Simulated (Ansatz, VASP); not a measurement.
## MoSe: VASP beside Ansatz

POSCAR

```
MoSe
1.0
    0.0000000000      2.8928795100      2.8928795100
    2.8928795100      0.0000000000      2.8928795100
    2.8928795100      2.8928795100      0.0000000000
Mo Se
1 1
Direct
    0.0000000000      0.0000000000      0.0000000000
    0.5000000000      0.5000000000      0.5000000000
```

The input INCAR.step1:

```
SYSTEM = MoSe
PREC = Accurate ; ENCUT = 520
EDIFF = 1E-5 ; ISMEAR = -1
SIGMA = 0.05 ; LREAL = .FALSE.
LASPH = .TRUE. ; NELM = 80
ALGO = Normal ; ISIF = 2
LWAVE = .TRUE. ; NBANDS = 17
GGA = PE
```

File INCAR.step2:

```
SYSTEM = MoSe
PREC = Accurate ; ENCUT = 520
EDIFF = 1E-6 ; ISMEAR = -1
SIGMA = 0.05 ; LREAL = .FALSE.
LASPH = .TRUE. ; NELM = 80
ALGO = Normal ; ISIF = 2
LWAVE = .FALSE. ; LCHARG = .TRUE.
GGA = PE ; LHFCALC = .TRUE.
AEXX = 0.05 ; HFSCREEN = 0.2
PRECFOCK = Normal ; LELF = .TRUE.
LVHAR = .TRUE. ; NBANDS = 17
ISTART = 1
```

KPOINTS

```
regular mesh
0
G
  4 4 4
  0 0 0
```

Contents of input:

```
crystal:
  lattice:
    - [0.0, 2.89287951, 2.89287951]
    - [2.89287951, 0.0, 2.89287951]
    - [2.89287951, 2.89287951, 0.0]
  atoms:
    - { symbol: Mo, position: [0.0, 0.0, 0.0] }
    - { symbol: Se, position: [0.5, 0.5, 0.5] }
hamiltonian:
  xc: { exchange: pbe, correlation: pbe, exx: { coeff: 0.05, omega: 0.2 } }
  pseudopotentials: { kind: paw }
kpoints:
  mp_grid: { grid: [4, 4, 4] }
scf:
  occupations: { method: fermi_dirac, width: 0.05 }
output:
  forces: true
  stress: true
  eigenvalues: true
```

Alike in both runs: task single point; functional PBE-based screened hybrid with a share of 0.05 of exact exchange and HFSCREEN = 0.2; k mesh 4 × 4 × 4; occupations fermi-dirac, width 0.05 eV; no spin polarisation.

|  | VASP | Ansatz |
| --- | --- | --- |
| version | VASP 6.6.1 | Ansatz 0.2.0 |
| potentials or method | VASP PAW PBE potentials, release 64 (Mo_sv, Se) | Ansatz PAW |
| plane-wave cutoff (eV) | 520 | 420 |
| valence electrons in the cell | 20 | 30 |

```csv
,VASP,Ansatz,Ansatz less VASP
gap on the k mesh at the Fermi level (eV),none,none,-
pressure (GPa),-21.4,-21.4,-0.04
```

VASP's potentials were made for PBE, not for PBE-based screened hybrid. A gap of «none» marks a metal or a gap that the smearing closes. With one functional, cell and mesh, what is left measures potentials, basis and numerics. VASP's potentials hold 20 valence electrons a cell and Ansatz's 30, so a difference there can come from the potentials and not from the codes.

The k mesh is coarse, so the values compare programs but aren't converged.
